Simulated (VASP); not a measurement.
Runs of VASP 6.6.1 on MnS. The structure is that of space group Fm-3m (No. 225), or close to it. The cells are those of the table. 

| level | potentials or basis | U | fixed moment (μB) | cell | k mesh | smearing | gap on the mesh (eV) | pressure (GPa) | moment (μB) |
| --- | --- | --- | --- | --- | --- | --- | --- | --- | --- |
| LDA | VASP PAW LDA potentials, release 64 (Mn_sv, S) | - | - | a = 3.683 Å, angles 60.0°, 2 atoms | 9 × 9 × 9 | fermi-dirac 0.05 eV | none | (b) | 4.49 |
| revPBE+U | VASP PAW PBE potentials, release 64 (Mn_sv, S) | Mn d U = 8.0 eV | - | a = 3.683 Å, angles 60.0°, 2 atoms | 9 × 9 × 9 | methfessel-paxton 0.1 eV | 1.73 | 8.3 | 5.00 |
| revPBE+D4+U | VASP PAW PBE potentials, release 64 (Mn_sv, S) | Mn d U = 3.0 eV | - | a = 3.732 Å, angles 60.0°, 2 atoms | 9 × 9 × 9 | fermi-dirac 0.025 eV | (c) | -4.2 | 5.00 |
| PBE | VASP PAW PBE potentials, release 64 (Mn_sv, S) | - | 5.0 | a = 3.683 Å, angles 60.0°, 2 atoms | 7 × 7 × 7 | fermi-dirac 0.05 eV | - | (a) | 5.00 |
| LDA+U | VASP PAW LDA potentials, release 64 (Mn_sv, S) | Mn d U = 8.0 eV | - | a = 3.709 Å, angles 60.0°, 2 atoms | 9 × 9 × 9 | fermi-dirac 0.05 eV | 1.47 | -2.7 | 5.00 |

Alike in all rows: task single point; spin collinear, ferromagnetic start; cutoff (eV) 680.

Task: Estimate the missing entries.

Result: (a) 0.6; (b) -12.8; (c) 0.53.

Caveats: a cell with one magnetic atom can't hold antiferromagnetic order, which such compounds often take; an odd mesh through Γ misses points on the zone boundary, where band edges can lie (at least some runs); the cell stands under tension (at least some runs); the PAW data sets were made with another functional, which shifts forces and pressure a little (at least some runs); semilocal functionals often make such compounds metallic where correlation or magnetic order opens a gap, which also shifts bond lengths (at least some runs); the cell stands under pressure (at least some runs); the total moment is fixed, so each spin has its own Fermi level and the state may be an excited one (at least some runs).

A gap of «none» marks levels without a gap at the run's occupations.
